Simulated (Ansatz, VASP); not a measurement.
## SnSe2: VASP beside Ansatz

```
CELL_PARAMETERS angstrom
3.83882 0.00000 0.00000
-1.91941 3.32451 0.00000
0.00000 0.00000 6.01099
ATOMIC_POSITIONS crystal
Sn 0.00000 0.00000 0.00000
Se 0.33333 0.66667 0.26511
Se 0.66667 0.33333 0.73489
```

Alike in both runs: task relaxation of cell and atoms; functional LDA; k mesh 12 × 12 × 6; occupations gaussian, width 0.02 eV; no spin polarisation.

|  | VASP | Ansatz |
| --- | --- | --- |
| version | VASP 6.6.1 | Ansatz 0.2.0 |
| potentials or method | VASP PAW LDA potentials, release 64 (Sn_d, Se), cutoff 600 eV | scalar-relativistic, plane waves, PAW |
| valence electrons in the cell | 26 | 46 |

|  | VASP | Ansatz | Ansatz less VASP |
| --- | --- | --- | --- |
| gap on the k mesh at the Fermi level, each at its own relaxed structure (eV) | 0.18 | 0.17 | -0.001 |
| relaxed volume (Å³/atom) | 24.63 | 24.57 | -0.061 |
| relaxed cell length with the largest relative difference (Å) | 3.803 | 3.799 | -0.0044 |

LDA's correlation is that of Perdew and Zunger in VASP and of Perdew and Wang (1992) in Ansatz. VASP's potentials hold 26 valence electrons a cell and Ansatz's 46, so a difference there can come from the potentials and not from the codes.
